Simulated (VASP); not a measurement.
**Sc: relaxation of cell and atoms with LDA**

Crystal: Sc.

```
Sc
1.0
     1.84000    1.84000    1.84000
    -1.84000    1.84000    1.84000
    -1.84000   -1.84000    1.84000
Sc
1
Direct
  0.00000 0.00000 0.00000
```

| Quantity | Value |
| --- | --- |
| Program | VASP 6.6.1 |
| Task | relaxation of cell and atoms |
| Functional | LDA |
| Potentials or basis | VASP PAW LDA potentials, release 64 (Sc_sv) |
| Cutoff | 600 eV |
| k mesh | 8 × 8 × 8 |
| Occupations | fermi-dirac, width 0.05 eV |
| Spin | no spin polarisation |
| Dipole correction | no |
| Further INCAR settings | ALGO = Normal; EDIFF = 1e-06; IBRION = 2; EDIFFG = -0.03; NSW = 60; ISIF = 3 |

```yaml
Relaxed_volume: 22.72 Å³/atom
Relaxed_cell: a = 3.091 Å, b = 3.091 Å, c = 3.091 Å, α = 70.53°, β = 109.47°, γ = 70.53°
Space_group_after_relaxing_to_0.05_Å: Im-3m (No. 229)
Energy_gained_by_relaxing: 35.0 meV/atom
Ionic_steps: 3
Pressure_after_relaxing: 0.1 GPa
```

The path:
```
step  energy change (eV)  largest force (eV/Å)  pressure (GPa)  volume (Å³)
   1              0.0000                0.0000           -4.79        24.92
   2             -0.0336                0.0000            1.13        22.32
   3             -0.0350                0.0000            0.05        22.72
```

Final structure:
```
Sc
1.0
     1.78433    1.78433    1.78433
    -1.78433    1.78433    1.78433
    -1.78433   -1.78433    1.78433
Sc
1
Direct
  0.00000 0.00000 0.00000
```

Levels at points of the mesh, in eV from the Fermi level:
```
           k point  band 1  band 2  band 3  band 4  band 5  band 6  band 7  band 8  band 9
(0.00, 0.00, 0.00)  -48.77  -27.45  -27.45  -27.45   -5.34    1.49    1.49    1.49    3.09
(0.50, 0.00, 0.00)  -48.67  -27.99  -27.62  -27.46   -1.92    0.20    0.73    3.06    3.43
(0.50, 0.50, 0.50)  -48.60  -27.82  -27.82  -27.82   -1.41   -1.41    4.21    4.21    4.21
```

Run time: 18 s on 1 thread of Intel(R) Xeon(R) Platinum 8259CL CPU @ 2.50GHz (Skylake/Cascade Lake) (shared host), peak memory 0.15 GiB.
